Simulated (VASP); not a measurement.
Here is a VASP 6.6.1 calculation.

INCAR

```
PREC = Accurate
ENCUT = 520
EDIFF = 1E-7
ISMEAR = -1
SIGMA = 0.02
LREAL = False
LASPH = True
NELM = 100
ALGO = Normal
ISIF = 2
LWAVE = False
LCHARG = False
GGA = PE
NBANDS = 15
```

Contents of KPOINTS:

```
regular mesh
0
Gamma
  8 8 8
```

POSCAR

```
KCl
1.0
    3.7862529637      0.0000000000      0.0000000000
    0.0000000000      3.7862529637      0.0000000000
    0.0000000000      0.0000000000      3.7862529637
K Cl
1 1
Direct
    0.0000000000      0.0000000000      0.0000000000
    0.5000000000      0.5000000000      0.5000000000
```

Potentials or basis: VASP PAW PBE potentials, release 64 (K_sv, Cl).

The run is started by

```sh
$ cat potpaw_PBE.64/K_sv/POTCAR potpaw_PBE.64/Cl/POTCAR > POTCAR
$ mpirun -np 1 vasp_std > vasp.out
```

(1) Estimate the band gap on the k mesh.

(2) Estimate the pressure.

## Answers

(1) 4.98 eV, indirect (least direct gap 5.19 eV).

(2) 0.8 GPa.

Caveat: the cell differs from its parent crystal (strain +0.4%).
